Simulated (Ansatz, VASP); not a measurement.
**Two plane-wave programs on AgI**

```
Ag I
1.0
     4.68586    0.00000    0.00000
    -2.34293    4.05808    0.00000
     0.00000    0.00000    7.66445
Ag I
2 2
Direct
  0.66667 0.33333 0.62766
  0.33333 0.66667 0.12766
  0.66667 0.33333 0.00234
  0.33333 0.66667 0.50234
```

Alike in both runs: functional PBE; k mesh 6 × 6 × 4; occupations gaussian, width 0.02 eV; no spin polarisation.

Ansatz relaxed the structure, and its values are those at the end. VASP's run is a single point on that final structure, the one shown.

|  | VASP | Ansatz |
| --- | --- | --- |
| version | VASP 6.6.1 | Ansatz 0.2.0 |
| potentials or method | VASP PAW PBE potentials, release 64 (Ag, I), cutoff 500 eV | scalar-relativistic, plane waves, PAW |
| valence electrons in the cell | 36 | 72 |

Ansatz gave:

- gap on the k mesh at the Fermi level (eV): 1.37
- least direct gap on the mesh (eV): 1.37
- pressure (GPa): 0.0

Task: What did VASP give for the same quantities?

Result: gap on the k mesh at the Fermi level (eV): 1.37; least direct gap on the mesh (eV): 1.37; pressure (GPa): -0.1.

VASP's potentials hold 36 valence electrons a cell and Ansatz's 72, so a difference there can come from the potentials and not from the codes.

Spin-orbit coupling is off throughout.
